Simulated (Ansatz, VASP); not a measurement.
Li: VASP beside Ansatz

File INCAR:

```
PREC = Accurate ; ENCUT = 520
EDIFF = 1E-6 ; ISMEAR = 0
SIGMA = 0.15 ; LREAL = F
LASPH = T ; NELM = 80
ALGO = Fast ; ISIF = 2
LWAVE = F ; LCHARG = F
GGA = PE ; IVDW = 12
NBANDS = 10
```

File KPOINTS:

```
regular mesh
0
Gamma
  16 16 12
```

Contents of POSCAR:

```
Li
1.0
    0.0000000000     -2.0886081792     -2.0886081792
    0.0000000000      2.0886081792     -2.0886081792
    4.1772163584      0.0000000000      0.0000000000
Li
2
Direct
    0.5813939166      0.4186060834      0.5000000000
   -0.0813939166      0.0813939166      0.0000000000
```

Input for Ansatz:

```yaml
crystal:
  lattice:
    - [0.0, -2.0886081792, -2.0886081792]
    - [0.0, 2.0886081792, -2.0886081792]
    - [4.1772163584, 0.0, 0.0]
  atoms:
    - { symbol: Li, position: [0.5813939166, 0.4186060834, 0.5] }
    - { symbol: Li, position: [-0.0813939166, 0.0813939166, 0.0] }
basis:
  ecutwfc: 520.0
kpoints:
  mp_grid: { grid: [16, 16, 12] }
hamiltonian:
  xc: pbe
  dispersion: d3bj
scf:
  occupations: { method: gaussian, width: 0.15 }
output:
  forces: true
  stress: true
  eigenvalues: true
  write_density: true
  write_potential: true
  elf: true
  volumetric_format: npy
```

Change from the starting cell: mode 4 frozen in at -0.340 Å, equal normal strain along x, y and z +0.0000.

Alike in both runs: task single point; functional PBE; dispersion D3(BJ); k mesh 16 × 16 × 12; occupations gaussian, width 0.15 eV; no spin polarisation.

|  | VASP | Ansatz |
| --- | --- | --- |
| version | VASP 6.6.1 | Ansatz 0.2.0 |
| potentials or method | VASP PAW PBE potentials, release 64 (Li_sv), cutoff 520 eV | scalar-relativistic, plane waves, PAW |
| valence electrons in the cell | 6 | 6 |

```tsv
	VASP	Ansatz	Ansatz less VASP
gap on the k mesh at the Fermi level (eV)	none	none	-
rms of the force components (eV/Å)	0.302	0.302	+0.0002
```

Atom by atom the forces differ by 0.000 eV/Å (rms over components). A gap of «none» marks a metal or a gap that the smearing closes.

Noted on VASP's run: the cutoff is under 1.25 times that of the potentials, so the pressure is a little rough.
